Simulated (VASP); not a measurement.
A run of VASP 6.6.1 is set up as follows.

Contents of POSCAR:

```
NaGeCl3
1.0
    5.2422685748      0.0000000000      0.0000000000
    0.0000000000      5.2422685748      0.0000000000
    0.0000000000      0.0000000000      5.2422685748
Na Ge Cl
1 1 3
Direct
    0.0000000000      0.0000000000      0.0000000000
    0.5000000000      0.5000000000      0.5000000000
    0.5000000000      0.5000000000      0.0000000000
    0.5000000000      0.0000000000      0.5000000000
    0.0000000000      0.5000000000      0.5000000000
```

The input INCAR.step1:

```
SYSTEM = NaGeCl3
  ALGO = Normal
  EDIFF = 1E-4
  ENCUT = 520
  GGA = PE
  ISMEAR = 0
  LASPH = .True.
  LCHARG = .False.
  LREAL = .False.
  LWAVE = .True.
  NBANDS = 29
  NELM = 80
  PREC = Accurate
  SIGMA = 0.01
```

The input INCAR.step2:

```
SYSTEM = NaGeCl3
  ALGO = Normal
  EDIFF = 1E-6
  ENCUT = 520
  ISIF = 2
  ISMEAR = 0
  ISTART = 1
  LASPH = .True.
  LCHARG = .False.
  LMIXTAU = .True.
  LREAL = .False.
  LWAVE = .False.
  METAGGA = R2SCAN
  NBANDS = 29
  NELM = 80
  PREC = Accurate
  SIGMA = 0.01
```

Contents of KPOINTS:

```
k-points
0
Gamma
  4 4 4
  0 0 0
```

Potentials or basis: VASP PAW PBE potentials, release 64 (Na_pv, Ge_d, Cl).

Launch:

```sh
$ cat potpaw_PBE.64/Na_pv/POTCAR potpaw_PBE.64/Ge_d/POTCAR potpaw_PBE.64/Cl/POTCAR > POTCAR
$ cp INCAR.step1 INCAR
$ mpirun -np 1 vasp_std > vasp.out
$ cp INCAR.step2 INCAR
$ mpirun -np 1 vasp_std > vasp.out
```

Task: Estimate the pressure.

Result: -0.9 GPa.

Task: Predict the band gap on the k mesh.

Result: 0.95 eV.

Caveat: the PAW data sets were made with another functional, which shifts forces and pressure a little. A k mesh can miss the band edges.
